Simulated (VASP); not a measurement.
# Mn (P6/mmm) in VASP: a series of runs

Runs on Mn. Level: PBE. Tasks: single point.

All numbers are computed with VASP 6.6.1; they aren't measurements. Logs are shortened: lines on timing, memory, paths and dates and some standing lists are left out, and cuts for length are marked.

### Step 1. The cell of the first run

It takes space group P6/mmm (No. 191, hexagonal). The conventional cell has a = 2.195 Å, b = 2.195 Å, c = 1.911 Å, α = 90.00°, β = 90.00°, γ = 120.00°. Within 2.5 Å of Mn (site symmetry 6/mmm) lie 8 Mn at 1.91 to 2.19 Å.

### Step 2. Single point, PBE, collinear spin, ferromagnetic start (volume scaled by 0.7)

File INCAR:

```
SYSTEM = Mn
PREC = Accurate ; ENCUT = 520
EDIFF = 1E-6 ; ISMEAR = -1
SIGMA = 0.08 ; LREAL = .FALSE.
LASPH = .TRUE. ; NELM = 150
ALGO = Normal ; ISIF = 2
LWAVE = .FALSE. ; LCHARG = .TRUE.
ISPIN = 2 ; MAGMOM = 3
LORBIT = 11 ; LMAXMIX = 4
GGA = PE ; LELF = .TRUE.
LVHAR = .TRUE. ; NBANDS = 16
```

File KPOINTS:

```
Automatic mesh
0
G
  18 18 17
  0 0 0
```

File POSCAR:

```
Mn
1.0
    2.1948323415      0.0000000000      0.0000000000
   -1.0974161708      1.9007805648      0.0000000000
    0.0000000000      0.0000000000      1.9107332149
Mn
1
Direct
    0.0000000000      0.0000000000      0.0000000000
```

Potentials or basis: VASP PAW PBE potentials, release 64 (Mn_pv).

Run with:

```console
$ cat potpaw_PBE.64/Mn_pv/POTCAR > POTCAR
$ mpirun -np 1 vasp_std > vasp.out
```

OUTCAR:

```text
SYSTEM = Mn
   PREC = Accurate
   ENCUT = 520
   EDIFF = 1E-6
   ISMEAR = -1
   LREAL = .FALSE.
   LASPH = .TRUE.
   NELM = 150
   ISIF = 2
   ISPIN = 2
   LORBIT = 11
   GGA = PE

 ion  position               nearest neighbor table
   1  0.000  0.000  0.000-

  LATTYP: Found a hexagonal cell.
 ALAT       =     2.1948323415
 C/A-ratio  =     0.8705599871

  Lattice vectors:

 A1 = (   2.1948323415,   0.0000000000,   0.0000000000)
 A2 = (  -1.0974161708,   1.9007805648,   0.0000000000)
 A3 = (   0.0000000000,   0.0000000000,   1.9107332149)

Analysis of symmetry for initial positions (statically):
=====================================================================
 Subroutine PRICEL returns:
 Original cell was already a primitive cell.

 Routine SETGRP: Setting up the symmetry group for a
 hexagonal supercell.

 Subroutine GETGRP returns: Found 24 space group operations
 (whereof 24 operations were pure point group operations)
 out of a pool of 24 trial point group operations.

The static configuration has the point symmetry D_6h.

Analysis of symmetry for dynamics (positions and initial velocities):
=====================================================================
 Subroutine PRICEL returns:
 Original cell was already a primitive cell.

 Routine SETGRP: Setting up the symmetry group for a
 hexagonal supercell.

 Subroutine GETGRP returns: Found 24 space group operations
 (whereof 24 operations were pure point group operations)
 out of a pool of 24 trial point group operations.

The dynamic configuration has the point symmetry D_6h.

Analysis of structural, dynamic, and magnetic symmetry:
=====================================================================
 Subroutine PRICEL returns:
 Original cell was already a primitive cell.

 Routine SETGRP: Setting up the symmetry group for a
 hexagonal supercell.

 Subroutine GETGRP returns: Found 24 space group operations
 (whereof 24 operations were pure point group operations)
 out of a pool of 24 trial point group operations.

The overall configuration has the point symmetry D_6h.

 Subroutine INISYM returns: Found 24 space group operations
 (whereof 24 operations are pure point group operations),
 and found     1 'primitive' translations

----------------------------------------------------------------------------------------

                                     Primitive cell

  volume of cell :       7.9714

[... 94 lines left out ...]
   POTIM  = 0.5000    time-step for ionic-motion
   TEBEG  =    0.0;   TEEND  =   0.0 temperature during run
   PSTRESS=    0.0 pullay stress
   NELECT =      13.0000    total number of electrons
   NUPDOWN=      -1.0000    fix difference up-down
   EMIN   =  10.00;   EMAX   =-10.00  energy-range for DOS
   EFERMI =   0.00;   METHOD = LEGACY
   ISMEAR =    -1;   SIGMA  =   0.08  broadening in eV -4-tet -1-fermi 0-gaus
   EFERMI_NEDOS =   21; number of points for ismear=-14 and -15
   IALGO  =     38    algorithm
   IMIX   =      4    mixing-type and parameters
     AMIX     =   0.40;   BMIX     =  1.00
     AMIX_MAG =   1.60;   BMIX_MAG =  1.00
  volume/ion in A,a.u.               =       7.97        53.79
  Fermi-wavevector in a.u.,A,eV,Ry     =   1.926984  3.641472 50.522080  3.713268
  Thomas-Fermi vector in A             =   2.960009
   LORBIT       =     11    0 simple, 1 ext, 2 COOP (PROOUT), +10 PAW based schemes
   GGA     = PE    functional components
   LHFCALC =     F    Hartree Fock is set to
   AEXX    =    0.0000 exact exchange contribution
   IVDW    =     0    specifies the selected vdW correction
   LEPSILON=     F    determine dielectric tensor
   LRPA    =     F    only Hartree local field effects (RPA)
 spin polarized calculation
  energy-cutoff  :      520.00
  volume of cell :        7.97
 maximum number of plane-waves:       225
   NGX =  9   NGY =  9   NGZ =  7

 number of electron      13.0000023 magnetization       0.0003926

 number of electron      13.0000023 magnetization      -0.0000156

 Free energy of the ion-electron system (eV)
  ---------------------------------------------------
  ext. energy  EPLUGINS =         0.00000000
  ---------------------------------------------------
  free energy    TOTEN  =        -6.93946246 eV

  energy without entropy =       -6.91702947  energy(sigma->0) =       -6.92824596

 E-fermi :  15.9078     XC(G=0): -15.8238

 val. band max:       15.9030125832   @ k =   0.2778   0.1111   0.2353
 cond. band min:      15.9096626552   @ k =   0.2778   0.1667   0.4118
 fundamental gap:      0.0066500719
 Fermi energy:        15.9078324924

 spin component 1

 k-point     1 :       0.0000    0.0000    0.0000
  band No.  band energies     occupation
      1     -31.8484      1.00000
      2     -31.8484      1.00000
      3     -31.2110      1.00000
      4       6.0323      1.00000
      5       9.7126      1.00000
      6      13.7049      1.00000
[... 435 lines left out ...]
      5      11.0374      1.00000
      6      14.4248      1.00000
[... 8 lines left out ...]
     15      55.6577      0.00000
     16      58.3847      0.00000

 [... further k-points ...]

 spin component 2

 k-point     1 :       0.0000    0.0000    0.0000
  band No.  band energies     occupation
      1     -31.8484      1.00000
      2     -31.8484      1.00000
      3     -31.2110      1.00000
      4       6.0323      1.00000
      5       9.7126      1.00000
      6      13.7049      1.00000
[... 435 lines left out ...]
      5      11.0374      1.00000
      6      14.4248      1.00000
[... 8 lines left out ...]
     15      55.6577      0.00000
     16      58.3847      0.00000

 [... further k-points ...]
[... 5 lines left out ...]
  --------------------------------------------------------------------------------------
  -------------------------------------------------------------------------------------
  Total        9.0638067      9.0638067      9.9900592     -0.0000000      0.0000000      0.0000000
  in kB     1821.7460271   1821.7460271   2007.9146903     -0.0000000      0.0000000      0.0000000
  external PRESSURE =    1883.8022482 kB  Pullay stress =       0.0000000 kB

 VOLUME and BASIS-vectors are now :
 -----------------------------------------------------------------------------
  energy-cutoff  :      520.00
  volume of cell :        7.97
      direct lattice vectors                 reciprocal lattice vectors
     2.194832342  0.000000000  0.000000000     0.455615666  0.263049828  0.000000000
    -1.097416171  1.900780565  0.000000000     0.000000000  0.526099655  0.000000000
     0.000000000  0.000000000  1.910733215     0.000000000  0.000000000  0.523359301

 POSITION                                       TOTAL-FORCE (eV/Angst)
 -----------------------------------------------------------------------------------
      0.00000      0.00000      0.00000        -0.000000      0.000000      0.000000
 -----------------------------------------------------------------------------------
    total drift:                               -0.000000     -0.000000     -0.000000

  FREE ENERGIE OF THE ION-ELECTRON SYSTEM (eV)
  ---------------------------------------------------
  free  energy   TOTEN  =        -6.9394624557 eV

  energy  without entropy=       -6.9170294686  energy(sigma->0) =       -6.92824596

 total charge

# of ion       s       p       d       tot
------------------------------------------
    1        0.553   6.582   5.786  12.921

 magnetization (x)

# of ion       s       p       d       tot
------------------------------------------
    1        0.000   0.000  -0.000  -0.000
```

It took 29 s on 1 thread of Intel Xeon 6975P-C (Granite Rapids), shared host; peak memory 0.17 GiB.

Results:

```
Free energy                                           : -6.9395 eV
Pressure                                              : 188.4 GPa
Net moment                                            : 0.00 μB per cell
Valence electrons inside the program's atomic spheres : Mn 12.92
```

Caveat: the starting moments collapsed, and a magnetic state may lie lower.

### Step 3. Single point, PBE, collinear spin, ferromagnetic start (volume scaled by 0.8)

File INCAR:

```
SYSTEM = Mn
  PREC = Accurate
  ENCUT = 520
  EDIFF = 1E-7
  ISMEAR = -1
  SIGMA = 0.08
  LREAL = .False.
  LASPH = .True.
  NELM = 150
  ALGO = Normal
  ISIF = 2
  LWAVE = .False.
  LCHARG = .True.
  ISPIN = 2
  MAGMOM = 3
  LORBIT = 11
  LMAXMIX = 4
  GGA = PE
  LELF = .True.
  LVHAR = .True.
  NBANDS = 16
```

File KPOINTS:

```
Automatic mesh
0
Gamma
  18 18 17
  0 0 0
```

File POSCAR:

```
Mn
1.0
    2.2980606477      0.0000000001      0.0000000000
   -1.1490303239      1.9901789004      0.0000000000
    0.0000000000      0.0000000000      1.9919192580
Mn
1
Direct
    0.0000000000      0.0000000000      0.0000000000
```

Potentials or basis: VASP PAW PBE potentials, release 64 (Mn_pv).

Run with:

```console
$ cat potpaw_PBE.64/Mn_pv/POTCAR > POTCAR
$ mpirun -np 1 vasp_std > vasp.out
```

Run time: 41 s. Hardware: 1 thread of Intel Xeon 6975P-C (Granite Rapids), shared host; peak memory 0.18 GiB.

Results (log left out):

| Property | Result |
| --- | --- |
| Free energy | -7.8812 eV |
| Pressure | 87.2 GPa |
| Net moment | 0.00 μB per cell |
| Valence electrons inside the program's atomic spheres | Mn 12.52 |

Stress tensor (GPa, compression positive):
```
85.16  0.00  0.00
 0.00 85.16  0.00
 0.00  0.00 91.36
```

Levels at points of the mesh, in eV from the Fermi level:
Spin up:
```
           k point  band 3  band 4  band 5  band 6  band 7  band 8  band 9  band 10
(0.00, 0.00, 0.00)  -47.34   -9.32   -5.29   -1.79   -1.79    2.52    2.52    20.91
(0.50, 0.00, 0.00)  -47.22   -5.95   -4.33   -0.36    0.76    2.16    2.21     9.75
```
Spin down:
```csv
k point,band 3,band 4,band 5,band 6,band 7,band 8,band 9,band 10
"(0.00, 0.00, 0.00)",-47.34,-9.32,-5.29,-1.79,-1.79,2.52,2.52,20.91
"(0.50, 0.00, 0.00)",-47.22,-5.95,-4.33,-0.36,0.76,2.16,2.21,9.75
```

Caveat: the starting moments collapsed, and a magnetic state may lie lower.
